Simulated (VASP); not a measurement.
# InAs (Fm-3m) in VASP: a series of runs

InAs is run at these levels: r2SCAN+rVV10; tasks: single point.

All numbers are computed with VASP 6.6.1; they aren't measurements. Logs are shortened: lines on timing, memory, paths and dates and some standing lists are left out, and cuts for length are marked.

### Step 1. The cell of the first run

Symmetry: Fm-3m, No. 225, cubic system. Conventional cell: a = 5.286 Å, b = 5.286 Å, c = 5.286 Å, α = 90.00°, β = 90.00°, γ = 90.00°. Within 3.5 Å of In (site symmetry m-3m) lie 6 As at 2.64 Å. As (site symmetry m-3m) has 6 In at 2.64 Å within 3.5 Å.

### Step 2. Single point, r2SCAN+rVV10

Input file POSCAR:

```
InAs
1.0
    0.0000000000      2.6430508075      2.6430508075
    2.6430508075      0.0000000000      2.6430508075
    2.6430508075      2.6430508075      0.0000000000
In As
1 1
Direct
    0.5000000000      0.5000000000      0.5000000000
    0.0000000000      0.0000000000      0.0000000000
```

Input file INCAR.step1:

```
SYSTEM = InAs
PREC = Accurate
ENCUT = 550
ISMEAR = 0
SIGMA = 0.1
LREAL = .FALSE.
LASPH = .TRUE.
NELM = 120
NBANDS = 16
GGA = PE
ALGO = Normal
EDIFF = 1E-5
LWAVE = .TRUE.
LCHARG = .FALSE.
GGA_COMPAT = .FALSE.
```

Input file INCAR.step2:

```
SYSTEM = InAs
PREC = Accurate
ENCUT = 550
EDIFF = 1E-6
ISMEAR = 0
SIGMA = 0.1
LREAL = .FALSE.
LASPH = .TRUE.
NELM = 120
ALGO = Normal
ISIF = 2
LWAVE = .FALSE.
LCHARG = .FALSE.
METAGGA = R2SCAN
LMIXTAU = .TRUE.
LUSE_VDW = .TRUE.
IVDW_NL = 2
BPARAM = 11.95
CPARAM = 0.0093
NBANDS = 16
ISTART = 1
GGA_COMPAT = .FALSE.
```

Input file KPOINTS:

```
regular mesh
0
G
  14 14 14
  0 0 0
```

Potentials or basis: VASP PAW PBE potentials, release 64 (In_d, As).

Command:

```sh
cat potpaw_PBE.64/In_d/POTCAR potpaw_PBE.64/As/POTCAR > POTCAR
cp INCAR.step1 INCAR
mpirun -np 1 vasp_std > vasp.out
cp INCAR.step2 INCAR
mpirun -np 1 vasp_std > vasp.out
```

OUTCAR:

```text
SYSTEM = InAs
   PREC = Accurate
   ENCUT = 550
   EDIFF = 1E-6
   ISMEAR = 0
   LREAL = .FALSE.
   LASPH = .TRUE.
   NELM = 120
   ISIF = 2
   METAGGA = R2SCAN
   IVDW_NL = 2
   BPARAM = 11.95
   ISTART = 1

 ion  position               nearest neighbor table
   1  0.500  0.500  0.500-   2 2.64   2 2.64   2 2.64   2 2.64   2 2.64   2 2.64
   2  0.000  0.000  0.000-   1 2.64   1 2.64   1 2.64   1 2.64   1 2.64   1 2.64

  LATTYP: Found a face centered cubic cell.
 ALAT       =     5.2861016150

  Lattice vectors:

 A1 = (   0.0000000000,   2.6430508075,   2.6430508075)
 A2 = (   2.6430508075,   0.0000000000,   2.6430508075)
 A3 = (   2.6430508075,   2.6430508075,   0.0000000000)

Analysis of symmetry for initial positions (statically):
=====================================================================
 Subroutine PRICEL returns:
 Original cell was already a primitive cell.

 Routine SETGRP: Setting up the symmetry group for a
 face centered cubic supercell.

 Subroutine GETGRP returns: Found 48 space group operations
 (whereof 48 operations were pure point group operations)
 out of a pool of 48 trial point group operations.

The static configuration has the point symmetry O_h .

Analysis of symmetry for dynamics (positions and initial velocities):
=====================================================================
 Subroutine PRICEL returns:
 Original cell was already a primitive cell.

 Routine SETGRP: Setting up the symmetry group for a
 face centered cubic supercell.

 Subroutine GETGRP returns: Found 48 space group operations
 (whereof 48 operations were pure point group operations)
 out of a pool of 48 trial point group operations.

The dynamic configuration has the point symmetry O_h .

 Subroutine INISYM returns: Found 48 space group operations
 (whereof 48 operations are pure point group operations),
 and found     1 'primitive' translations

----------------------------------------------------------------------------------------

                                     Primitive cell

  volume of cell :      36.9272

  direct lattice vectors                    reciprocal lattice vectors
     0.000000000  2.643050807  2.643050807    -0.189175327  0.189175327  0.189175327
     2.643050807  0.000000000  2.643050807     0.189175327 -0.189175327  0.189175327
     2.643050807  2.643050807  0.000000000     0.189175327  0.189175327 -0.189175327

  length of vectors
     3.737838298  3.737838298  3.737838298     0.327661277  0.327661277  0.327661277

  position of ions in fractional coordinates (direct lattice)
     0.500000000  0.500000000  0.500000000
     0.000000000  0.000000000  0.000000000

  ion indices of the primitive-cell ions
   primitive index   ion index
                 1           1
                 2           2

----------------------------------------------------------------------------------------

 KPOINTS: regular mesh

Automatic generation of k-mesh.
 Grid dimensions read from file:
 generate k-points for:   14   14   14

 Generating k-lattice:

  Cartesian coordinates                     Fractional coordinates (reciprocal lattice)
    -0.013512523  0.013512523  0.013512523     0.071428571  0.000000000  0.000000000
     0.013512523 -0.013512523  0.013512523     0.000000000  0.071428571  0.000000000
     0.013512523  0.013512523 -0.013512523     0.000000000  0.000000000  0.071428571

  Length of vectors
     0.023404377  0.023404377  0.023404377

  Shift w.r.t. Gamma in fractional coordinates (k-lattice)
     0.000000000  0.000000000  0.000000000

 Subroutine IBZKPT returns following result:
 ===========================================

 Found    104 irreducible k-points:

 Following reciprocal coordinates:
            Coordinates               Weight
  0.000000  0.000000  0.000000      1.000000
  0.071429  0.000000  0.000000      8.000000
  0.142857  0.000000  0.000000      8.000000
  0.214286  0.000000  0.000000      8.000000
  0.285714  0.000000  0.000000      8.000000
  0.357143  0.000000  0.000000      8.000000
[... 16 lines left out ...]
  0.214286  0.142857  0.000000     24.000000
  0.285714  0.142857  0.000000     24.000000
 [... further k-points ...]
   k-points           NKPTS =    104   k-points in BZ     NKDIM =    104   number of bands    NBANDS=     16
   number of dos      NEDOS =    301   number of ions     NIONS =      2
   total plane-waves  NPLWV =  27000
   dimension x,y,z NGX =    30 NGY =   30 NGZ =   30
   dimension x,y,z NGXF=    60 NGYF=   60 NGZF=   60
   ions per type =               1   1
   NGX,Y,Z   is equivalent  to a cutoff of  13.34, 13.34, 13.34 a.u.
   NGXF,Y,Z  is equivalent  to a cutoff of  26.69, 26.69, 26.69 a.u.
 SYSTEM =  InAs
   PREC   = accura    normal or accurate (medium, high low for compatibility)
   ISTART =      1    job   : 0-new  1-cont  2-samecut
   ICHARG =      0    charge: 1-file 2-atom 10-const
   ISPIN  =      1    spin polarized calculation?
   LNONCOLLINEAR =      F non collinear calculations
   LSORBIT =      F    spin-orbit coupling
   LASPH  =      T    aspherical Exc in radial PAW
   ENCUT  =  550.0 eV  40.42 Ry    6.36 a.u.   7.15  7.15  7.15*2*pi/ulx,y,z
   NELM   =    120;   NELMIN=  2; NELMDL=  0     # of ELM steps
   EDIFF  = 0.1E-05   stopping-criterion for ELM
   LREAL  =      F    real-space projection
   EDIFFG = 0.1E-04   stopping-criterion for IOM
   NSW    =      0    number of steps for IOM
   IBRION =     -1    ionic relax: 0-MD 1-quasi-New 2-CG
   NFREE  =      0    steps in history (QN), initial steepest desc. (CG)
   ISIF   =      2    stress and relaxation
   ISYM   =      2    0-nonsym 1-usesym 2-fastsym
   POTIM  = 0.5000    time-step for ionic-motion
   TEBEG  =    0.0;   TEEND  =   0.0 temperature during run
   PSTRESS=    0.0 pullay stress
   NELECT =      18.0000    total number of electrons
   NUPDOWN=      -1.0000    fix difference up-down
   EMIN   =  10.00;   EMAX   =-10.00  energy-range for DOS
   EFERMI =   0.00;   METHOD = LEGACY
   ISMEAR =     0;   SIGMA  =   0.10  broadening in eV -4-tet -1-fermi 0-gaus
   EFERMI_NEDOS =   21; number of points for ismear=-14 and -15
   IALGO  =     38    algorithm
   IMIX   =      4    mixing-type and parameters
     AMIX     =   0.40;   BMIX     =  1.00
     AMIX_MAG =   1.60;   BMIX_MAG =  1.00
  volume/ion in A,a.u.               =      18.46       124.60
  Fermi-wavevector in a.u.,A,eV,Ry     =   1.288398  2.434720 22.585267  1.659970
  Thomas-Fermi vector in A             =   2.420354
   LORBIT       =      0    0 simple, 1 ext, 2 COOP (PROOUT), +10 PAW based schemes
   METAGGA = R2SCAN    functional components
   LHFCALC =     F    Hartree Fock is set to
   AEXX    =    0.0000 exact exchange contribution
   IVDW_NL    =     2    kernel type
   BPARAM     =11.9500
   IVDW    =     0    specifies the selected vdW correction
   LEPSILON=     F    determine dielectric tensor
   LRPA    =     F    only Hartree local field effects (RPA)
 non-spin polarized calculation
 Gauss-broadening in eV      SIGMA  =   0.10
  energy-cutoff  :      550.00
  volume of cell :       36.93
 maximum number of plane-waves:      1106
 NGX is ok and might be reduce to    30
   NGX = 15   NGY = 15   NGZ = 15

 number of electron      18.0000005 magnetization

 Free energy of the ion-electron system (eV)
  ---------------------------------------------------
  ext. energy  EPLUGINS =         0.00000000
  ---------------------------------------------------
  free energy    TOTEN  =       -36.57357348 eV

  energy without entropy =      -36.56922703  energy(sigma->0) =      -36.57140026

 E-fermi :   8.9647     XC(G=0): -12.0088

 val. band max:        8.9347192927   @ k =   0.3571   0.1429   0.0714
 cond. band min:       8.9652658492   @ k =  -0.4286   0.3571   0.0000
 fundamental gap:      0.0305465565
 Fermi energy:         8.9646970319

 k-point     1 :       0.0000    0.0000    0.0000
  band No.  band energies     occupation
      1      -6.3381      2.00000
      2      -6.3381      2.00000
      3      -6.2847      2.00000
      4      -6.2847      2.00000
      5      -6.2846      2.00000
      6      -5.7088      2.00000
[... 8 lines left out ...]
     15      18.4875      0.00000
     16      18.4875      0.00000

 k-point     2 :       0.0714    0.0000    0.0000
  band No.  band energies     occupation
      1      -6.3437      2.00000
      2      -6.3437      2.00000
      3      -6.2858      2.00000
      4      -6.2798      2.00000
      5      -6.2798      2.00000
      6      -5.6303      2.00000
[... 8 lines left out ...]
     15      17.9184      0.00000
     16      18.2777      0.00000

 k-point     3 :       0.1429    0.0000    0.0000
  band No.  band energies     occupation
      1      -6.3617      2.00000
      2      -6.3617      2.00000
      3      -6.2908      2.00000
      4      -6.2637      2.00000
      5      -6.2637      2.00000
      6      -5.3952      2.00000
[... 8 lines left out ...]
     15      17.7725      0.00000
     16      17.9556      0.00000

 k-point     4 :       0.2143    0.0000    0.0000
  band No.  band energies     occupation
      1      -6.3898      2.00000
      2      -6.3898      2.00000
      3      -6.3001      2.00000
      4      -6.2380      2.00000
      5      -6.2380      2.00000
      6      -5.0103      2.00000
[... 8 lines left out ...]
     15      18.3694      0.00000
     16      18.3694      0.00000
[... 324 lines left out ...]
 k-point    22 :       0.1429    0.1429    0.0000
  band No.  band energies     occupation
      1      -6.4451      2.00000
      2      -6.3238      2.00000
      3      -6.3022      2.00000
      4      -6.2547      2.00000
      5      -6.2547      2.00000
      6      -5.2468      2.00000
[... 8 lines left out ...]
     15      20.0807      0.00000
     16      20.0807      0.00000

 k-point    23 :       0.2143    0.1429    0.0000
  band No.  band energies     occupation
      1      -6.5030      2.00000
      2      -6.3280      2.00000
      3      -6.3083      2.00000
      4      -6.2409      2.00000
      5      -6.2326      2.00000
      6      -4.9310      2.00000
[... 8 lines left out ...]
     15      20.1609      0.00000
     16      20.2233      0.00000

 k-point    24 :       0.2857    0.1429    0.0000
  band No.  band energies     occupation
      1      -6.5505      2.00000
      2      -6.3493      2.00000
      3      -6.3106      2.00000
      4      -6.2287      2.00000
      5      -6.2022      2.00000
      6      -4.4774      2.00000
[... 8 lines left out ...]
     15      20.3713      0.00000
     16      20.6120      0.00000

 [... further k-points ...]
[... 5 lines left out ...]
  --------------------------------------------------------------------------------------
  -------------------------------------------------------------------------------------
  Total        5.9350345      5.9350345      5.9350345     -0.0000000     -0.0000000      0.0000000
  in kB      257.5059680    257.5059680    257.5059680     -0.0000000     -0.0000000      0.0000000
  external PRESSURE =     257.5059680 kB  Pullay stress =       0.0000000 kB

 VOLUME and BASIS-vectors are now :
 -----------------------------------------------------------------------------
  energy-cutoff  :      550.00
  volume of cell :       36.93
      direct lattice vectors                 reciprocal lattice vectors
     0.000000000  2.643050807  2.643050807    -0.189175327  0.189175327  0.189175327
     2.643050807  0.000000000  2.643050807     0.189175327 -0.189175327  0.189175327
     2.643050807  2.643050807  0.000000000     0.189175327  0.189175327 -0.189175327

 POSITION                                       TOTAL-FORCE (eV/Angst)
 -----------------------------------------------------------------------------------
      2.64305      2.64305      2.64305         0.000000     -0.000000     -0.000000
      0.00000      0.00000      0.00000        -0.000000      0.000000      0.000000
 -----------------------------------------------------------------------------------
    total drift:                                0.000000     -0.000000      0.000000

  FREE ENERGIE OF THE ION-ELECTRON SYSTEM (eV)
  ---------------------------------------------------
  free  energy   TOTEN  =       -36.5735734846 eV

  energy  without entropy=      -36.5692270301  energy(sigma->0) =      -36.57140026
```

It took 2.1 min on 1 thread of Intel Xeon 6975P-C (Granite Rapids), shared host; peak memory 0.33 GiB.

What came out:

```yaml
Free_energy: -36.5736 eV
Pressure: 25.8 GPa
Band_gap_on_the_k_mesh: zero (bands 9 and 10 overlap by 2.97 eV)
```

Levels at points of the mesh, in eV from the Fermi level:
```
           k point  band 7  band 8  band 9  band 10  band 11  band 12
(0.00, 0.00, 0.00)   -0.43   -0.43   -0.43     2.04     7.84     7.84
(0.50, 0.00, 0.00)   -8.22    0.26    0.26     2.82     3.62     3.62
(0.50, 0.50, 0.00)   -6.62   -3.29   -3.29    -2.49     3.80    12.21
```

Caveat: the cell stands under pressure; the PAW data sets were made with another functional, which shifts forces and pressure a little; spin-orbit coupling is left out, which moves the levels of the heavy elements.

### Step 3. Single point, r2SCAN+rVV10

This run uses another cell than the first one, of 19.17 Å³/atom.

Input file POSCAR:

```
InAs
1.0
    0.0000000000      2.6761250579      2.6761250579
    2.6761250579      0.0000000000      2.6761250579
    2.6761250579      2.6761250579      0.0000000000
In As
1 1
Direct
    0.5000000000      0.5000000000      0.5000000000
    0.0000000000      0.0000000000      0.0000000000
```

Input file INCAR.step1:

```
PREC = Accurate ; ENCUT = 550
ISMEAR = 0 ; SIGMA = 0.1
LREAL = F ; LASPH = T
NELM = 120 ; NBANDS = 16
GGA = PE ; ALGO = Normal
EDIFF = 1E-5 ; LWAVE = T
LCHARG = F ; GGA_COMPAT = F
```

Input file INCAR.step2:

```
PREC = Accurate ; ENCUT = 550
EDIFF = 1E-6 ; ISMEAR = 0
SIGMA = 0.1 ; LREAL = F
LASPH = T ; NELM = 120
ALGO = Normal ; ISIF = 2
LWAVE = F ; LCHARG = F
METAGGA = R2SCAN ; LMIXTAU = T
LUSE_VDW = T ; IVDW_NL = 2
BPARAM = 11.95 ; CPARAM = 0.0093
NBANDS = 16 ; ISTART = 1
GGA_COMPAT = F
```

Input file KPOINTS:

```
Automatic mesh
0
Gamma
  14 14 14
```

Potentials or basis: VASP PAW PBE potentials, release 64 (In_d, As).

Command:

```sh
cat potpaw_PBE.64/In_d/POTCAR potpaw_PBE.64/As/POTCAR > POTCAR
cp INCAR.step1 INCAR
mpirun -np 1 vasp_std > vasp.out
cp INCAR.step2 INCAR
mpirun -np 1 vasp_std > vasp.out
```

Run time: 2.2 min. Hardware: 1 thread of Intel Xeon 6975P-C (Granite Rapids), shared host; peak memory 0.34 GiB.

The run converged. Its results:

* Free energy: -36.7708 eV
* Pressure: 19.4 GPa
* Band gap on the k mesh: zero (bands 9 and 10 overlap by 3.00 eV)

Levels at points of the mesh, in eV from the Fermi level:
| k point | band 7 | band 8 | band 9 | band 10 | band 11 | band 12 |
| --- | --- | --- | --- | --- | --- | --- |
| (0.00, 0.00, 0.00) | -0.39 | -0.39 | -0.39 | 1.67 | 7.82 | 7.82 |
| (0.50, 0.00, 0.00) | -7.96 | 0.25 | 0.25 | 2.80 | 3.63 | 3.63 |
| (0.50, 0.50, 0.00) | -6.32 | -3.12 | -3.12 | -2.53 | 3.89 | 11.86 |

Caveat: the cell stands under pressure; the PAW data sets were made with another functional, which shifts forces and pressure a little; spin-orbit coupling is left out, which moves the levels of the heavy elements.

### Step 4. Single point, r2SCAN+rVV10

This run uses another cell than the first one, of 20.02 Å³/atom.

Input file POSCAR:

```
InAs
1.0
    0.0000000000      2.7153608104      2.7153608104
    2.7153608104      0.0000000000      2.7153608104
    2.7153608104      2.7153608104      0.0000000000
In As
1 1
Direct
    0.5000000000      0.5000000000      0.5000000000
    0.0000000000      0.0000000000      0.0000000000
```

Input file INCAR.step1:

```
SYSTEM = InAs
  PREC = Accurate
  ENCUT = 550
  ISMEAR = 0
  SIGMA = 0.1
  LREAL = .FALSE.
  LASPH = .TRUE.
  NELM = 120
  NBANDS = 16
  GGA = PE
  ALGO = Normal
  EDIFF = 1E-5
  LWAVE = .TRUE.
  LCHARG = .FALSE.
  GGA_COMPAT = .FALSE.
```

Input file INCAR.step2:

```
SYSTEM = InAs
  PREC = Accurate
  ENCUT = 550
  EDIFF = 1E-6
  ISMEAR = 0
  SIGMA = 0.1
  LREAL = .FALSE.
  LASPH = .TRUE.
  NELM = 120
  ALGO = Normal
  ISIF = 2
  LWAVE = .FALSE.
  LCHARG = .FALSE.
  METAGGA = R2SCAN
  LMIXTAU = .TRUE.
  LUSE_VDW = .TRUE.
  IVDW_NL = 2
  BPARAM = 11.95
  CPARAM = 0.0093
  NBANDS = 16
  ISTART = 1
  GGA_COMPAT = .FALSE.
```

Input file KPOINTS:

```
regular mesh
0
G
  14 14 14
  0 0 0
```

Command:

```sh
cat potpaw_PBE.64/In_d/POTCAR potpaw_PBE.64/As/POTCAR > POTCAR
cp INCAR.step1 INCAR
mpirun -np 1 vasp_std > vasp.out
cp INCAR.step2 INCAR
mpirun -np 1 vasp_std > vasp.out
```

It took 2.8 min on 1 thread of Intel Xeon 6975P-C (Granite Rapids), shared host; peak memory 0.33 GiB.

Results (log left out):

```yaml
Free_energy: -36.9429 eV
Pressure: 13.0 GPa
Band_gap_on_the_k_mesh: zero (bands 9 and 10 overlap by 3.03 eV)
```

Levels at points of the mesh, in eV from the Fermi level:
```tsv
k point	band 7	band 8	band 9	band 10	band 11	band 12
(0.00, 0.00, 0.00)	-0.34	-0.34	-0.34	1.26	7.79	7.79
(0.50, 0.00, 0.00)	-7.66	0.24	0.24	2.77	3.64	3.64
(0.50, 0.50, 0.00)	-5.98	-2.93	-2.93	-2.57	3.98	11.45
```

Caveat: the cell stands under pressure; the PAW data sets were made with another functional, which shifts forces and pressure a little; spin-orbit coupling is left out, which moves the levels of the heavy elements.

(Continued in part 2 of 2.)
